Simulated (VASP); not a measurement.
Runs of VASP 6.6.1 on GaC2. The structure is that of space group P4/nmm (No. 129), or close to it. The cells are those of the table. 

```csv
task,cell,k mesh,cutoff (eV),gap on the mesh (eV),pressure (GPa),largest force (eV/Å)
relaxation of cell and atoms,"relaxed from a = 3.135, b = 3.135, c = 6.580 Å, 6 atoms",6 × 6 × 4,600,none,0.0,0.04
single point,"a = 2.844, b = 2.844, c = 8.268 Å, 6 atoms",14 × 14 × 6,520,none,0.2,(a)
single point,"a = 2.493, b = 2.493, c = 9.061 Å, 6 atoms",6 × 6 × 4,520,none,0.4,(b)
single point,"a = 3.135, b = 3.135, c = 6.580 Å, 6 atoms",6 × 6 × 4,520,none,-12.1,0.62
```

Alike in all rows: level PBE; potentials or basis VASP PAW PBE potentials, release 64 (Ga_d, C); no spin polarisation; smearing gaussian 0.1 eV.

Q: Estimate the missing entries.

A: (a) 0.02; (b) 0.01.

Caveats: some runs use coarse meshes.

A k mesh can miss the band edges, and the runs leave out spin-orbit coupling on Ga.

A gap of «none» marks levels without a gap at the run's occupations.
